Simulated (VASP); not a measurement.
# I (Fd-3m) in VASP: further runs

The runs below take I through single point, with PBE.

Everything below comes from runs of VASP 6.6.1. Logs are shortened: lines on timing, memory, paths and dates and some standing lists are left out, and cuts for length are marked.

## (1) The cell of the first run

It takes space group Fd-3m (No. 227, cubic). The conventional cell has a = 7.958 Å, b = 7.958 Å, c = 7.958 Å, α = 90.00°, β = 90.00°, γ = 90.00°. Within 4.5 Å of I (site symmetry -43m) lie 4 I at 3.45 Å.

## (2) Single point, PBE

File INCAR:

```
PREC = Accurate
ENCUT = 520
EDIFF = 1E-7
ISMEAR = -1
SIGMA = 0.06122561905347299
LREAL = False
LASPH = True
NELM = 60
ALGO = Normal
ISIF = 2
LWAVE = False
LCHARG = False
GGA = PE
NBANDS = 14
```

File KPOINTS:

```
regular mesh
0
Gamma
  12 12 12
```

File POSCAR:

```
I
1.0
    0.0000000000      3.9789258252      3.9789258252
    3.9789258252      0.0000000000      3.9789258252
    3.9789258252      3.9789258252      0.0000000000
I
2
Direct
    0.0000000000      0.0000000000      0.0000000000
    0.2500000000      0.2500000000      0.2500000000
```

Potentials or basis: VASP PAW PBE potentials, release 64 (I).

Launch:

```
$ cat potpaw_PBE.64/I/POTCAR > POTCAR
$ mpirun -np 1 vasp_std > vasp.out
```

OUTCAR:

```text
PREC = Accurate
   ENCUT = 520
   EDIFF = 1E-7
   ISMEAR = -1
   LREAL = False
   LASPH = True
   NELM = 60
   ISIF = 2
   GGA = PE

 ion  position               nearest neighbor table
   1  0.000  0.000  0.000-   2 3.45   2 3.45   2 3.45   2 3.45
   2  0.250  0.250  0.250-   1 3.45   1 3.45   1 3.45   1 3.45

  LATTYP: Found a face centered cubic cell.
 ALAT       =     7.9578516504

  Lattice vectors:

 A1 = (   0.0000000000,   3.9789258252,   3.9789258252)
 A2 = (   3.9789258252,   0.0000000000,   3.9789258252)
 A3 = (   3.9789258252,   3.9789258252,   0.0000000000)

Analysis of symmetry for initial positions (statically):
=====================================================================
 Subroutine PRICEL returns:
 Original cell was already a primitive cell.

 Routine SETGRP: Setting up the symmetry group for a
 face centered cubic supercell.

 Subroutine GETGRP returns: Found 48 space group operations
 (whereof 24 operations were pure point group operations)
 out of a pool of 48 trial point group operations.

The static configuration has the point symmetry T_d .
 The point group associated with its full space group is O_h .

Analysis of symmetry for dynamics (positions and initial velocities):
=====================================================================
 Subroutine PRICEL returns:
 Original cell was already a primitive cell.

 Routine SETGRP: Setting up the symmetry group for a
 face centered cubic supercell.

 Subroutine GETGRP returns: Found 48 space group operations
 (whereof 24 operations were pure point group operations)
 out of a pool of 48 trial point group operations.

The dynamic configuration has the point symmetry T_d .
 The point group associated with its full space group is O_h .

 Subroutine INISYM returns: Found 48 space group operations
 (whereof 24 operations are pure point group operations),
 and found     1 'primitive' translations

----------------------------------------------------------------------------------------

                                     Primitive cell

  volume of cell :     125.9875

  direct lattice vectors                    reciprocal lattice vectors
     0.000000000  3.978925825  3.978925825    -0.125662056  0.125662056  0.125662056
     3.978925825  0.000000000  3.978925825     0.125662056 -0.125662056  0.125662056
     3.978925825  3.978925825  0.000000000     0.125662056  0.125662056 -0.125662056

  length of vectors
     5.627050866  5.627050866  5.627050866     0.217653066  0.217653066  0.217653066

  position of ions in fractional coordinates (direct lattice)
     0.000000000  0.000000000  0.000000000
     0.250000000  0.250000000  0.250000000

  ion indices of the primitive-cell ions
   primitive index   ion index
                 1           1
                 2           2

----------------------------------------------------------------------------------------

 KPOINTS: regular mesh

Automatic generation of k-mesh.
 Grid dimensions read from file:
 generate k-points for:   12   12   12

 Generating k-lattice:

  Cartesian coordinates                     Fractional coordinates (reciprocal lattice)
    -0.010471838  0.010471838  0.010471838     0.083333333  0.000000000  0.000000000
     0.010471838 -0.010471838  0.010471838     0.000000000  0.083333333  0.000000000
     0.010471838  0.010471838 -0.010471838     0.000000000  0.000000000  0.083333333

  Length of vectors
     0.018137755  0.018137755  0.018137755

  Shift w.r.t. Gamma in fractional coordinates (k-lattice)
     0.000000000  0.000000000  0.000000000

 Subroutine IBZKPT returns following result:
 ===========================================

 Found     72 irreducible k-points:

 Following reciprocal coordinates:
            Coordinates               Weight
  0.000000  0.000000  0.000000      1.000000
  0.083333  0.000000  0.000000      8.000000
  0.166667  0.000000  0.000000      8.000000
  0.250000  0.000000  0.000000      8.000000
  0.333333  0.000000  0.000000      8.000000
  0.416667  0.000000  0.000000      8.000000
[... 16 lines left out ...]
  0.500000  0.166667  0.000000     24.000000
 -0.416667  0.166667  0.000000     24.000000
 [... further k-points ...]
   k-points           NKPTS =     72   k-points in BZ     NKDIM =     72   number of bands    NBANDS=     14
   number of dos      NEDOS =    301   number of ions     NIONS =      2
   total plane-waves  NPLWV =  74088
   dimension x,y,z NGX =    42 NGY =   42 NGZ =   42
   dimension x,y,z NGXF=    84 NGYF=   84 NGZF=   84
   ions per type =               2
   NGX,Y,Z   is equivalent  to a cutoff of  12.41, 12.41, 12.41 a.u.
   NGXF,Y,Z  is equivalent  to a cutoff of  24.82, 24.82, 24.82 a.u.
 SYSTEM =  unknown system
   PREC   = accura    normal or accurate (medium, high low for compatibility)
   ISTART =      0    job   : 0-new  1-cont  2-samecut
   ICHARG =      2    charge: 1-file 2-atom 10-const
   ISPIN  =      1    spin polarized calculation?
   LNONCOLLINEAR =      F non collinear calculations
   LSORBIT =      F    spin-orbit coupling
   LASPH  =      T    aspherical Exc in radial PAW
   ENCUT  =  520.0 eV  38.22 Ry    6.18 a.u.  10.46 10.46 10.46*2*pi/ulx,y,z
   NELM   =     60;   NELMIN=  2; NELMDL= -5     # of ELM steps
   EDIFF  = 0.1E-06   stopping-criterion for ELM
   LREAL  =      F    real-space projection
   EDIFFG = 0.1E-05   stopping-criterion for IOM
   NSW    =      0    number of steps for IOM
   IBRION =     -1    ionic relax: 0-MD 1-quasi-New 2-CG
   NFREE  =      0    steps in history (QN), initial steepest desc. (CG)
   ISIF   =      2    stress and relaxation
   ISYM   =      2    0-nonsym 1-usesym 2-fastsym
   POTIM  = 0.5000    time-step for ionic-motion
   TEBEG  =    0.0;   TEEND  =   0.0 temperature during run
   PSTRESS=    0.0 pullay stress
   NELECT =      14.0000    total number of electrons
   NUPDOWN=      -1.0000    fix difference up-down
   EMIN   =  10.00;   EMAX   =-10.00  energy-range for DOS
   EFERMI =   0.00;   METHOD = LEGACY
   ISMEAR =    -1;   SIGMA  =   0.06  broadening in eV -4-tet -1-fermi 0-gaus
   EFERMI_NEDOS =   21; number of points for ismear=-14 and -15
   IALGO  =     38    algorithm
   IMIX   =      4    mixing-type and parameters
     AMIX     =   0.40;   BMIX     =  1.00
     AMIX_MAG =   1.60;   BMIX_MAG =  1.00
  volume/ion in A,a.u.               =      62.99       425.10
  Fermi-wavevector in a.u.,A,eV,Ry     =   0.787061  1.487329  8.428331  0.619465
  Thomas-Fermi vector in A             =   1.891725
   LORBIT       =      0    0 simple, 1 ext, 2 COOP (PROOUT), +10 PAW based schemes
   GGA     = PE    functional components
   LHFCALC =     F    Hartree Fock is set to
   AEXX    =    0.0000 exact exchange contribution
   IVDW    =     0    specifies the selected vdW correction
   LEPSILON=     F    determine dielectric tensor
   LRPA    =     F    only Hartree local field effects (RPA)
 non-spin polarized calculation
  energy-cutoff  :      520.00
  volume of cell :      125.99
 maximum number of plane-waves:      3426
 NGX is ok and might be reduce to    42
   NGX = 21   NGY = 21   NGZ = 21

 number of electron      14.0000002 magnetization

 Free energy of the ion-electron system (eV)
  ---------------------------------------------------
  ext. energy  EPLUGINS =         0.00000000
  ---------------------------------------------------
  free energy    TOTEN  =        -1.96626078 eV

  energy without entropy =       -1.89834867  energy(sigma->0) =       -1.93230473

 E-fermi :  -0.0325     XC(G=0):  -6.2655

 val. band max:       -0.0347995738   @ k =   0.4167   0.1667   0.0000
 cond. band min:      -0.0264126206   @ k =   0.4167   0.2500   0.0833
 fundamental gap:      0.0083869532
 Fermi energy:        -0.0324877036

 k-point     1 :       0.0000    0.0000    0.0000
  band No.  band energies     occupation
      1     -12.7067      2.00000
      2     -11.0507      2.00000
      3      -2.4109      2.00000
      4      -2.4109      2.00000
      5      -2.4109      2.00000
      6      -0.7905      1.99999
      7      -0.7905      1.99999
      8      -0.7905      1.99999
      9       4.4751      0.00000
     10       7.0076      0.00000
     11       7.0076      0.00000
     12       8.2648      0.00000
     13       8.2648      0.00000
     14       8.2648      0.00000

 k-point     2 :       0.0833    0.0000    0.0000
  band No.  band energies     occupation
      1     -12.6889      2.00000
      2     -11.0768      2.00000
      3      -2.4375      2.00000
      4      -2.4375      2.00000
      5      -2.4289      2.00000
      6      -0.7635      1.99999
      7      -0.7526      1.99998
      8      -0.7526      1.99998
      9       4.5882      0.00000
     10       6.9127      0.00000
     11       6.9127      0.00000
     12       8.1792      0.00000
     13       8.4795      0.00000
     14       8.4795      0.00000

 k-point     3 :       0.1667    0.0000    0.0000
  band No.  band energies     occupation
      1     -12.6374      2.00000
      2     -11.1507      2.00000
      3      -2.5048      2.00000
      4      -2.5048      2.00000
      5      -2.4817      2.00000
      6      -0.6778      1.99995
      7      -0.6548      1.99992
      8      -0.6548      1.99992
      9       4.8947      0.00000
     10       6.7649      0.00000
     11       6.7649      0.00000
     12       8.0161      0.00000
     13       8.9579      0.00000
     14       8.9579      0.00000
[... 324 lines left out ...]
 k-point    23 :       0.5000    0.1667    0.0000
  band No.  band energies     occupation
      1     -12.2943      2.00000
      2     -11.5926      2.00000
      3      -3.0408      2.00000
      4      -2.8198      2.00000
      5      -2.2337      2.00000
      6      -0.7359      1.99998
      7      -0.1542      1.75910
      8       0.0563      0.37983
      9       5.9508      0.00000
     10       6.1983      0.00000
     11       7.1714      0.00000
     12       7.4029      0.00000
     13       8.3571      0.00000
     14       9.1203      0.00000

 k-point    24 :      -0.4167    0.1667    0.0000
  band No.  band energies     occupation
      1     -12.2832      2.00000
      2     -11.6055      2.00000
      3      -3.0696      2.00000
      4      -2.7898      2.00000
      5      -2.2585      2.00000
      6      -0.6698      1.99994
      7      -0.2021      1.88209
      8       0.0748      0.29542
      9       5.9022      0.00000
     10       6.4072      0.00000
     11       6.8548      0.00000
     12       7.4077      0.00000
     13       8.6699      0.00000
     14       8.9112      0.00000

 [... further k-points ...]
[... 5 lines left out ...]
  --------------------------------------------------------------------------------------
  -------------------------------------------------------------------------------------
  Total       -0.3130326     -0.3130326     -0.3130326     -0.0000000     -0.0000000     -0.0000000
  in kB       -3.9808214     -3.9808214     -3.9808214     -0.0000000     -0.0000000     -0.0000000
  external PRESSURE =      -3.9808214 kB  Pullay stress =       0.0000000 kB

 VOLUME and BASIS-vectors are now :
 -----------------------------------------------------------------------------
  energy-cutoff  :      520.00
  volume of cell :      125.99
      direct lattice vectors                 reciprocal lattice vectors
     0.000000000  3.978925825  3.978925825    -0.125662056  0.125662056  0.125662056
     3.978925825  0.000000000  3.978925825     0.125662056 -0.125662056  0.125662056
     3.978925825  3.978925825  0.000000000     0.125662056  0.125662056 -0.125662056

 POSITION                                       TOTAL-FORCE (eV/Angst)
 -----------------------------------------------------------------------------------
      0.00000      0.00000      0.00000        -0.000000     -0.000000     -0.000000
      1.98946      1.98946      1.98946         0.000000      0.000000      0.000000
 -----------------------------------------------------------------------------------
    total drift:                               -0.000000     -0.000000     -0.000000

  FREE ENERGIE OF THE ION-ELECTRON SYSTEM (eV)
  ---------------------------------------------------
  free  energy   TOTEN  =        -1.9662607844 eV

  energy  without entropy=       -1.8983486745  energy(sigma->0) =       -1.93230473
```

Run time: 2.6 min. Hardware: 1 thread of Oxide Virtual Turin-like, shared host; peak memory 0.27 GiB.

What came out:

```
Free energy            : -1.9663 eV
Pressure               : -0.4 GPa
Band gap on the k mesh : zero (band 7 reaches 0.28 eV, above the bottom of band 8 at -0.79 eV)
```

Caveat: spin-orbit coupling is left out, which moves the levels of the heavy elements.

[end of part 1 of 3]
